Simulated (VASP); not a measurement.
# CuI (F-43m) in VASP: settings compared, part 2 of 2

VASP 6.6.1.

## (3) Relaxation of cell and atoms, revPBE

File INCAR:

```
SYSTEM = CuI
PREC = Accurate ; ENCUT = 600
EDIFF = 1E-7 ; ISMEAR = -1
SIGMA = 0.05 ; LREAL = .FALSE.
LASPH = .TRUE. ; NELM = 80
ALGO = Normal ; ISIF = 3
LWAVE = .FALSE. ; LCHARG = .FALSE.
GGA = RE ; IBRION = 2
NSW = 60 ; EDIFFG = -0.01
```

File KPOINTS:

```
Automatic mesh
0
G
  8 8 8
  0 0 0
```

File POSCAR:

```
CuI
1.0
    0.0000000000      3.0315000000      3.0315000000
    3.0315000000      0.0000000000      3.0315000000
    3.0315000000      3.0315000000      0.0000000000
I Cu
1 1
Direct
    0.0000000000      0.0000000000      0.0000000000
    0.7500000000      0.7500000000      0.7500000000
```

Potentials or basis: VASP PAW PBE potentials, release 64 (I, Cu).

Launch:

```
cat potpaw_PBE.64/I/POTCAR potpaw_PBE.64/Cu/POTCAR > POTCAR
mpirun -np 1 vasp_std > vasp.out
```

OUTCAR:

```text
SYSTEM = CuI
   PREC = Accurate
   ENCUT = 600
   EDIFF = 1E-7
   ISMEAR = -1
   LREAL = .FALSE.
   LASPH = .TRUE.
   NELM = 80
   ISIF = 3
   GGA = RE
   IBRION = 2
   NSW = 60
   EDIFFG = -0.01

 ion  position               nearest neighbor table
   1  0.000  0.000  0.000-   2 2.63   2 2.63   2 2.63   2 2.63
   2  0.750  0.750  0.750-   1 2.63   1 2.63   1 2.63   1 2.63

  LATTYP: Found a face centered cubic cell.
 ALAT       =     6.0630000000

  Lattice vectors:

 A1 = (   0.0000000000,   3.0315000000,   3.0315000000)
 A2 = (   3.0315000000,   0.0000000000,   3.0315000000)
 A3 = (   3.0315000000,   3.0315000000,   0.0000000000)

Analysis of symmetry for initial positions (statically):
=====================================================================
 Subroutine PRICEL returns:
 Original cell was already a primitive cell.

 Routine SETGRP: Setting up the symmetry group for a
 face centered cubic supercell.

 Subroutine GETGRP returns: Found 24 space group operations
 (whereof 24 operations were pure point group operations)
 out of a pool of 48 trial point group operations.

The static configuration has the point symmetry T_d .

Analysis of symmetry for dynamics (positions and initial velocities):
=====================================================================
 Subroutine PRICEL returns:
 Original cell was already a primitive cell.

 Routine SETGRP: Setting up the symmetry group for a
 face centered cubic supercell.

 Subroutine GETGRP returns: Found 24 space group operations
 (whereof 24 operations were pure point group operations)
 out of a pool of 48 trial point group operations.

The dynamic configuration has the point symmetry T_d .

 Subroutine INISYM returns: Found 24 space group operations
 (whereof 24 operations are pure point group operations),
 and found     1 'primitive' translations

----------------------------------------------------------------------------------------

                                     Primitive cell

[... 134 lines left out ...]
  ---------------------------------------------------
  ext. energy  EPLUGINS =         0.00000000
  ---------------------------------------------------
  free energy    TOTEN  =        -4.93676707 eV

  energy without entropy =       -4.93676702  energy(sigma->0) =       -4.93676705

------------------------ aborting loop because EDIFF is reached ----------------------------------------

  FORCE on cell =-STRESS in cart. coord.  units (eV):
  Direction    XX          YY          ZZ          XY          YZ          ZX
  --------------------------------------------------------------------------------------
  -------------------------------------------------------------------------------------
  Total        0.6440962      0.6440962      0.6440962     -0.0000000      0.0000000      0.0000000
  in kB       18.5207511     18.5207511     18.5207511     -0.0000000      0.0000000      0.0000000
  external PRESSURE =      18.5207511 kB  Pullay stress =       0.0000000 kB
[... 59 lines left out ...]
--------------------------------------- Ionic step        3  -------------------------------------------

 number of electron      18.0000007 magnetization

 Free energy of the ion-electron system (eV)
  ---------------------------------------------------
  ext. energy  EPLUGINS =         0.00000000
  ---------------------------------------------------
  free energy    TOTEN  =        -4.95216076 eV

  energy without entropy =       -4.95216059  energy(sigma->0) =       -4.95216068

 E-fermi :   4.6236     XC(G=0):  -8.5391

 val. band max:        4.0204831589   @ k =   0.0000   0.0000   0.0000
 cond. band min:       5.1383350420   @ k =   0.0000   0.0000   0.0000
 fundamental gap:      1.1178518830
 Fermi energy:         4.6236184442

 k-point     1 :       0.0000    0.0000    0.0000
  band No.  band energies     occupation
      1      -9.7425      2.00000
      2       0.5859      2.00000
      3       0.5860      2.00000
      4       0.5860      2.00000
      5       2.3842      2.00000
      6       2.3842      2.00000
      7       4.0205      1.99999
      8       4.0205      1.99999
      9       4.0205      1.99999
     10       5.1383      0.00007
     11       8.9577      0.00000
     12       8.9577      0.00000
     13       8.9577      0.00000
[... 354 lines left out ...]
  band No.  band energies     occupation
      1      -9.1819      2.00000
      2      -1.0244      2.00000
      3       0.0642      2.00000
      4       0.5397      2.00000
      5       2.3295      2.00000
      6       2.3961      2.00000
      7       2.5022      2.00000
      8       2.8794      2.00000
      9       3.1428      2.00000
     10       7.4391      0.00000
     11       8.8214      0.00000
     12      10.1867      0.00000
     13      11.3705      0.00000

 [... further k-points ...]

------------------------ aborting loop because EDIFF is reached ----------------------------------------

  FORCE on cell =-STRESS in cart. coord.  units (eV):
  Direction    XX          YY          ZZ          XY          YZ          ZX
  --------------------------------------------------------------------------------------
  -------------------------------------------------------------------------------------
  Total       -0.0021948     -0.0021948     -0.0021948      0.0000000      0.0000000      0.0000000
  in kB       -0.0600549     -0.0600549     -0.0600549      0.0000000      0.0000000      0.0000000
  external PRESSURE =      -0.0600549 kB  Pullay stress =       0.0000000 kB
[... 17 lines left out ...]
  FREE ENERGIE OF THE ION-ELECTRON SYSTEM (eV)
  ---------------------------------------------------
  free  energy   TOTEN  =        -4.9521607611 eV

  energy  without entropy=       -4.9521605925  energy(sigma->0) =       -4.95216068

 reached required accuracy - stopping structural energy minimisation
```

It took 2.8 min on 1 thread of AMD EPYC 7R13, shared host; peak memory 0.19 GiB.

What came out:

| Item | Value |
| --- | --- |
| Free energy | -4.9522 eV |
| Relaxed volume | 29.28 Å³/atom |
| Relaxed cell | a = 4.359 Å, b = 4.359 Å, c = 4.359 Å, α = 60.00°, β = 60.00°, γ = 60.00° |
| Space group after relaxing (to 0.1 Å) | F-43m (No. 216) |
| Energy gained by relaxing | 7.7 meV/atom |
| Ionic steps | 3 |
| Pressure after relaxing | 0.0 GPa |
| Band gap on the k mesh | 1.12 eV |

The path:
```
step  energy change (eV)  largest force (eV/Å)  pressure (GPa)  volume (Å³)
   1              0.0000                0.0000            1.85        55.72
   2             -0.0153                0.0000            0.11        58.36
   3             -0.0154                0.0000           -0.01        58.55
```

Final structure:
```
I Cu
1.0
     0.00000    3.08207    3.08207
     3.08207    0.00000    3.08207
     3.08207    3.08207    0.00000
I Cu
1 1
Direct
  0.00000 0.00000 0.00000
  0.75000 0.75000 0.75000
```

Levels at points of the mesh, in eV from the valence-band top:
| k point | band 5 | band 6 | band 7 | band 8 | band 9 | band 10 | band 11 | band 12 | band 13 |
| --- | --- | --- | --- | --- | --- | --- | --- | --- | --- |
| (0.00, 0.00, 0.00) | -1.64 | -1.64 | 0.00 | 0.00 | 0.00 | 1.12 | 4.94 | 4.94 | 4.94 |
| (0.50, 0.00, 0.00) | -1.61 | -1.61 | -1.57 | -0.63 | -0.63 | 2.18 | 5.46 | 5.46 | 7.44 |
| (0.50, 0.50, 0.00) | -1.65 | -1.59 | -1.56 | -1.32 | -1.32 | 2.91 | 2.97 | 8.98 | 9.54 |

Caveat: the PAW data sets were made with another functional, which shifts forces and pressure a little; spin-orbit coupling is left out, which moves the levels of the heavy elements. revPBE gives volumes clearly too large for solids.
